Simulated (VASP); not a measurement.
# Ir2Ru3: single point with PBE

Crystal: Ir2Ru3.

```
CELL_PARAMETERS angstrom
2.75730 0.00000 0.00000
-1.37865 2.38789 0.00000
0.00000 0.00000 21.43564
ATOMIC_POSITIONS crystal
Ru 0.33333 0.66667 0.95203
Ru 0.33333 0.66667 0.54797
Ru 0.33333 0.66667 0.75000
Ru 0.66667 0.33333 0.04797
Ru 0.66667 0.33333 0.25000
Ru 0.66667 0.33333 0.45203
Ir 0.33333 0.66667 0.14987
Ir 0.33333 0.66667 0.35013
Ir 0.66667 0.33333 0.64987
Ir 0.66667 0.33333 0.85013
```

* Program: VASP 6.6.1
* Task: single point
* Functional: PBE
* Potentials or basis: VASP PAW PBE potentials, release 64 (Ru_pv, Ir)
* Cutoff: 520 eV
* k mesh: 6 × 6 × 1
* Occupations: gaussian, width 0.1 eV
* Spin: no spin polarisation
* Dipole correction: no
* Further INCAR settings: ALGO = Normal; EDIFF = 1e-06; NBANDS = 71

The pressure is 0.2 GPa. The largest force is 0.003 eV/Å and the band gap on the k mesh is zero (bands 60 and 61 overlap by 2.52 eV).

Forces in eV/Å, atoms in the order of the input:
```
Ru   0.000  0.000  0.003
Ru   0.000  0.000 -0.003
Ru   0.000  0.000  0.000
Ru   0.000  0.000 -0.003
Ru   0.000  0.000  0.000
Ru   0.000  0.000  0.003
Ir   0.000  0.000 -0.003
Ir   0.000  0.000  0.003
Ir   0.000  0.000 -0.003
Ir   0.000  0.000  0.003
```

Stress tensor (GPa, compression positive):
```
0.12 0.00 0.00
0.00 0.12 0.00
0.00 0.00 0.24
```

Levels at points of the mesh, in eV from the Fermi level:
```csv
k point,band 57,band 58,band 59,band 60,band 61,band 62,band 63,band 64,band 65,band 66
"(0.00, 0.00, 0.00)",-2.06,-1.48,-1.48,-1.36,-1.36,-0.88,-0.53,-0.44,-0.44,-0.35
"(0.50, 0.00, 0.00)",0.83,0.97,1.02,1.04,1.09,1.14,1.17,1.25,1.27,1.36
```

Wall time 3.1 min on 1 thread of Intel(R) Xeon(R) Platinum 8488C (Sapphire Rapids) (shared host), peak memory 0.31 GiB.

Caveat: the k points lie up to 0.44 Å⁻¹ apart, too coarse for converged energies and pressures of a metal; spin-orbit coupling is left out, which moves the levels of the heavy elements.
